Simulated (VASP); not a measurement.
# KI (Pm-3m) in VASP: a series of runs, part 2 of 2

VASP 6.6.1. Earlier steps stand in the parts before.

## Step 4: Single point, PBE

File INCAR:

```
SYSTEM = KI
  PREC = Accurate
  ENCUT = 500
  EDIFF = 1E-6
  ISMEAR = 0
  SIGMA = 0.01
  LREAL = .FALSE.
  LASPH = .TRUE.
  NELM = 120
  ALGO = Normal
  ISIF = 2
  LWAVE = .FALSE.
  LCHARG = .FALSE.
  GGA = PE
  NBANDS = 15
  GGA_COMPAT = .FALSE.
```

File KPOINTS:

```
regular mesh
0
G
  4 4 4
  0 0 0
```

File POSCAR:

```
KI
1.0
    4.2909400946      0.0000000000      0.0000000000
    0.0000000000      4.2909400946      0.0000000000
    0.0000000000      0.0000000000      4.2909400946
K I
1 1
Direct
    0.0000000000      0.0000000000      0.0000000000
    0.5000000000      0.5000000000      0.5000000000
```

Potentials or basis: VASP PAW PBE potentials, release 64 (K_sv, I).

Command:

```console
cat potpaw_PBE.64/K_sv/POTCAR potpaw_PBE.64/I/POTCAR > POTCAR
mpirun -np 1 vasp_std > vasp.out
```

OUTCAR:

```text
SYSTEM = KI
   PREC = Accurate
   ENCUT = 500
   EDIFF = 1E-6
   ISMEAR = 0
   LREAL = .FALSE.
   LASPH = .TRUE.
   NELM = 120
   ISIF = 2
   GGA = PE

 ion  position               nearest neighbor table
   1  0.000  0.000  0.000-
   2  0.500  0.500  0.500-

  LATTYP: Found a simple cubic cell.
 ALAT       =     4.2909400946

  Lattice vectors:

 A1 = (   4.2909400946,   0.0000000000,   0.0000000000)
 A2 = (   0.0000000000,   4.2909400946,   0.0000000000)
 A3 = (   0.0000000000,   0.0000000000,   4.2909400946)

Analysis of symmetry for initial positions (statically):
=====================================================================
 Subroutine PRICEL returns:
 Original cell was already a primitive cell.

 Routine SETGRP: Setting up the symmetry group for a
 simple cubic supercell.

 Subroutine GETGRP returns: Found 48 space group operations
 (whereof 48 operations were pure point group operations)
 out of a pool of 48 trial point group operations.

The static configuration has the point symmetry O_h .
[... 156 lines left out ...]
      1     -28.4991      2.00000
      2     -11.9519      2.00000
      3     -11.9519      2.00000
      4     -11.9519      2.00000
      5     -10.2686      2.00000
      6       0.5283      2.00000
      7       0.5283      2.00000
      8       0.5283      2.00000
      9       4.2162      0.00000
     10       5.6495      0.00000
     11       5.6495      0.00000
     12       9.2696      0.00000
     13       9.2696      0.00000
     14       9.2696      0.00000
[... 149 lines left out ...]
      2     -12.0163      2.00000
      3     -12.0163      2.00000
      4     -12.0163      2.00000
      5      -9.7479      2.00000
      6      -0.7682      2.00000
      7      -0.7682      2.00000
      8      -0.7682      2.00000
      9       6.5168      0.00000
     10       6.5168      0.00000
     11       6.5168      0.00000
     12       9.7250      0.00000
     13       9.7250      0.00000
     14       9.7250      0.00000
     15      10.0324      0.00000

------------------------ aborting loop because EDIFF is reached ----------------------------------------

  FORCE on cell =-STRESS in cart. coord.  units (eV):
  Direction    XX          YY          ZZ          XY          YZ          ZX
  --------------------------------------------------------------------------------------
  -------------------------------------------------------------------------------------
  Total        0.2838693      0.2838693      0.2838693      0.0000000      0.0000000     -0.0000000
  in kB        5.7566748      5.7566748      5.7566748      0.0000000      0.0000000     -0.0000000
  external PRESSURE =       5.7566748 kB  Pullay stress =       0.0000000 kB

 VOLUME and BASIS-vectors are now :
 -----------------------------------------------------------------------------
  energy-cutoff  :      500.00
  volume of cell :       79.01
      direct lattice vectors                 reciprocal lattice vectors
     4.290940095  0.000000000  0.000000000     0.233049164  0.000000000  0.000000000
     0.000000000  4.290940095  0.000000000     0.000000000  0.233049164  0.000000000
     0.000000000  0.000000000  4.290940095     0.000000000  0.000000000  0.233049164

 POSITION                                       TOTAL-FORCE (eV/Angst)
 -----------------------------------------------------------------------------------
      0.00000      0.00000      0.00000         0.000000      0.000000      0.000000
      2.14547      2.14547      2.14547         0.000000      0.000000      0.000000
 -----------------------------------------------------------------------------------
    total drift:                                0.000000      0.000000     -0.000000

  FREE ENERGIE OF THE ION-ELECTRON SYSTEM (eV)
  ---------------------------------------------------
  free  energy   TOTEN  =        -5.4122378569 eV

  energy  without entropy=       -5.4122378569  energy(sigma->0) =       -5.41223786
```

OSZICAR:

```text
N       E                     dE             d eps       ncg     rms          rms(c)
DAV:   1     0.887173387194E+02    0.88717E+02   -0.63619E+03   300   0.880E+02
DAV:   2    -0.443768185836E+00   -0.89161E+02   -0.83212E+02   377   0.215E+02
DAV:   3    -0.531060940872E+01   -0.48668E+01   -0.48445E+01   412   0.442E+01
DAV:   4    -0.552152637617E+01   -0.21092E+00   -0.21087E+00   438   0.867E+00
DAV:   5    -0.552321566600E+01   -0.16893E-02   -0.16892E-02   433   0.864E-01    0.269E+00
DAV:   6    -0.542957334193E+01    0.93642E-01   -0.67604E-02   377   0.174E+00    0.193E+00
DAV:   7    -0.540942610023E+01    0.20147E-01   -0.92081E-02   398   0.174E+00    0.746E-01
DAV:   8    -0.541202682119E+01   -0.26007E-02   -0.13919E-02   344   0.757E-01    0.147E-01
DAV:   9    -0.541215627664E+01   -0.12946E-03   -0.50253E-04   426   0.149E-01    0.715E-02
DAV:  10    -0.541222262887E+01   -0.66352E-04   -0.88108E-05   345   0.609E-02    0.143E-02
DAV:  11    -0.541223834727E+01   -0.15718E-04   -0.23253E-05   384   0.312E-02    0.167E-02
DAV:  12    -0.541223785693E+01    0.49034E-06   -0.71460E-07   347   0.653E-03
   1 F= -.54122379E+01 E0= -.54122379E+01  d E =-.354463E-33
```

Wall time 8.2 s (1 thread of Intel Xeon Platinum 8259CL at 2.50GHz (Skylake/Cascade Lake), shared host); peak memory 0.17 GiB.

Results:

```
Free energy            : -5.4122 eV
Pressure               : 0.6 GPa
Band gap on the k mesh : 3.33 eV (least direct gap 3.69 eV)
```

Caveat: spin-orbit coupling is left out, which moves the levels of the heavy elements.

## Step 5: Single point, r2SCAN

POSCAR is that of step 4.

File INCAR.step1:

```
ALGO     = Normal         # electronic algorithm
EDIFF    = 1E-5           # SCF threshold, eV
ENCUT    = 550            # plane-wave cutoff, eV
GGA      = PE             # functional
GGA_COMPAT= F            
ISMEAR   = 0              # smearing method
LASPH    = T              # aspherical terms in the spheres
LCHARG   = F              # write CHGCAR
LREAL    = F              # projectors in reciprocal space
LWAVE    = T              # write WAVECAR
NBANDS   = 15             # bands
NELM     = 120            # most SCF steps
PREC     = Accurate       # precision mode
SIGMA    = 0.01           # smearing width, eV
```

File INCAR.step2:

```
ALGO     = Normal         # electronic algorithm
EDIFF    = 1E-6           # SCF threshold, eV
ENCUT    = 550            # plane-wave cutoff, eV
GGA_COMPAT= F            
ISIF     = 2              # what is computed and relaxed
ISMEAR   = 0              # smearing method
ISTART   = 1            
LASPH    = T              # aspherical terms in the spheres
LCHARG   = F              # write CHGCAR
LMIXTAU  = T            
LREAL    = F              # projectors in reciprocal space
LWAVE    = F              # write WAVECAR
METAGGA  = R2SCAN         # meta-GGA
NBANDS   = 15             # bands
NELM     = 120            # most SCF steps
PREC     = Accurate       # precision mode
SIGMA    = 0.01           # smearing width, eV
```

File KPOINTS:

```
k-points
0
Gamma
  6 6 6
```

Command:

```console
cat potpaw_PBE.64/K_sv/POTCAR potpaw_PBE.64/I/POTCAR > POTCAR
cp INCAR.step1 INCAR
mpirun -np 1 vasp_std > vasp.out
cp INCAR.step2 INCAR
mpirun -np 1 vasp_std > vasp.out
```

Wall time 73 s (1 thread of Intel Xeon Platinum 8259CL at 2.50GHz (Skylake/Cascade Lake), shared host); peak memory 0.22 GiB.

The run converged. Its results:

- Free energy: -33.8649 eV
- Pressure: 0.0 GPa
- Band gap on the k mesh: 4.04 eV (least direct gap 4.41 eV)

Levels at points of the mesh, in eV from the valence-band top:
| k point | band 4 | band 5 | band 6 | band 7 | band 8 | band 9 | band 10 | band 11 | band 12 | band 13 |
| --- | --- | --- | --- | --- | --- | --- | --- | --- | --- | --- |
| (0.00, 0.00, 0.00) | -13.27 | -11.49 | -0.37 | -0.37 | -0.37 | 4.04 | 5.26 | 5.26 | 9.10 | 9.10 |
| (0.50, 0.00, 0.00) | -13.25 | -11.17 | -2.31 | -0.29 | -0.29 | 6.14 | 6.72 | 7.63 | 7.77 | 9.34 |
| (0.50, 0.50, 0.00) | -13.25 | -11.12 | -1.75 | -1.75 | 0.00 | 4.44 | 6.36 | 7.42 | 7.42 | 9.78 |
| (0.50, 0.50, 0.50) | -13.33 | -10.93 | -1.69 | -1.69 | -1.69 | 6.14 | 6.14 | 6.14 | 9.63 | 9.63 |

Caveat: the PAW data sets were made with another functional, which shifts forces and pressure a little; spin-orbit coupling is left out, which moves the levels of the heavy elements. A k mesh can miss the band edges.

## Step 6: The runs side by side

```csv
level,k mesh,cutoff (eV),grid for exact exchange (PRECFOCK),share of exact exchange,screening parameter,gap on the mesh (eV),pressure (GPa)
HSE06,4 × 4 × 4,520,Normal,0.25,0.2079 1/Å,4.30,0.3
PBE0,4 × 4 × 4,520,Normal,0.25,-,5.00,0.2
PBE,4 × 4 × 4,500,-,-,-,3.33,0.6
r2SCAN,6 × 6 × 6,550,-,-,-,4.04,0.0
```

Alike in all rows: task single point; potentials or basis VASP PAW PBE potentials, release 64 (K_sv, I); no spin polarisation; cell as given; smearing gaussian 0.01 eV.

On the cell as given the gap runs from 3.33 eV (PBE) to 5.00 eV (PBE0); the meshes differ, which moves gaps too. The pressure there spans 0.0 GPa (r2SCAN) to 0.6 GPa (PBE); a positive pressure means that this level wants a larger cell, a negative one a smaller.

Caveats: spin-orbit coupling is left out, which moves the levels of the heavy elements; the PAW data sets were made with another functional, which shifts forces and pressure a little (at least some runs).

Total energies depend on the potentials used, so only differences within one code and one set of settings carry meaning.
